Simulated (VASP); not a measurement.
Input of a VASP 6.6.1 run:

INCAR

```
PREC = Accurate ; ENCUT = 600
EDIFF = 1E-7 ; ISMEAR = 0
SIGMA = 0.02 ; LREAL = False
LASPH = True ; NELM = 80
ALGO = Normal ; ISIF = 3
LWAVE = False ; LCHARG = False
GGA = PE ; IBRION = 2
NSW = 100 ; EDIFFG = -0.01
```

KPOINTS

```
regular mesh
0
Gamma
  12 12 4
```

Contents of POSCAR:

```
Zn3Se2S
1.0
    3.9859881000      0.0000000000      0.0000000000
   -1.9929941000      3.4519670000      0.0000000000
    0.0000000000      0.0000000000      9.7655902000
Zn Se S
3 2 1
Direct
    0.0000000000      0.0000000000      0.9904880000
    0.6666667000      0.3333333000      0.3330910000
    0.3333333000      0.6666667000      0.6760390000
    0.6666667000      0.3333333000      0.0796640000
    0.3333333000      0.6666667000      0.4216970000
    0.0000000000      0.0000000000      0.7490200000
```

Potentials or basis: VASP PAW PBE potentials, release 64 (Zn, Se, S).

Run with:

```console
$ cat potpaw_PBE.64/Zn/POTCAR potpaw_PBE.64/Se/POTCAR potpaw_PBE.64/S/POTCAR > POTCAR
$ mpirun -np 1 vasp_std > vasp.out
```

Question: Predict the relaxed cell.

Answer: a = 3.990 Å, b = 3.990 Å, c = 9.778 Å, α = 90.00°, β = 90.00°, γ = 120.00°.

Question: Estimate the band gap on the k mesh.

Answer: 1.24 eV.

Question: Estimate the space group after relaxing (to 0.1 Å).

Answer: P3m1 (No. 156).

The path:
```csv
step,energy change (eV),largest force (eV/Å),pressure (GPa),volume (Å³)
1,0.0000,0.0119,0.17,134.37
2,-0.0002,0.0071,-0.04,134.84
```
